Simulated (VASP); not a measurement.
Runs of VASP 6.6.1 on Gd. The structure is that of space group Fm-3m (No. 225), or close to it. The cells are those of the table. This isn't the form of Gd at room conditions, which is hcp.

| task | cell | gap on the mesh (eV) | pressure (GPa) | moment (μB) |
| --- | --- | --- | --- | --- |
| single point | a = 3.086 Å, angles 60.0°, 1 atom | none | (a) | 6.91 |
| single point | a = 3.228 Å, angles 60.0°, 1 atom | none | 9.8 | 7.16 |
| single point | a = 3.315 Å, angles 60.0°, 1 atom | none | (b) | 7.26 |
| relaxation of cell and atoms | relaxed from a = 3.606 Å, angles 60.0°, 1 atom | none | 0.0 | 7.28 |
| single point | a = 3.432 Å, angles 60.0°, 1 atom | none | 0.0 | 7.28 |

Alike in all rows: level LDA; potentials or basis VASP PAW PBE potentials, release 64 (Gd); spin collinear, ferromagnetic start; k mesh 8 × 8 × 8; cutoff (eV) 600; smearing gaussian 0.05 eV.

Question: Fill in the values left out.

Answer: (a) 19.8; (b) 4.9.

Caveats: the PAW data sets were made with another functional, which shifts forces and pressure a little; spin-orbit coupling is left out, which moves the levels of the heavy elements; semilocal functionals describe open f shells poorly, which spoils levels, moments and volumes; the cell stands under pressure (at least some runs).

A k mesh can miss the band edges, and the runs leave out spin-orbit coupling on Gd.

A gap of «none» marks levels without a gap at the run's occupations.
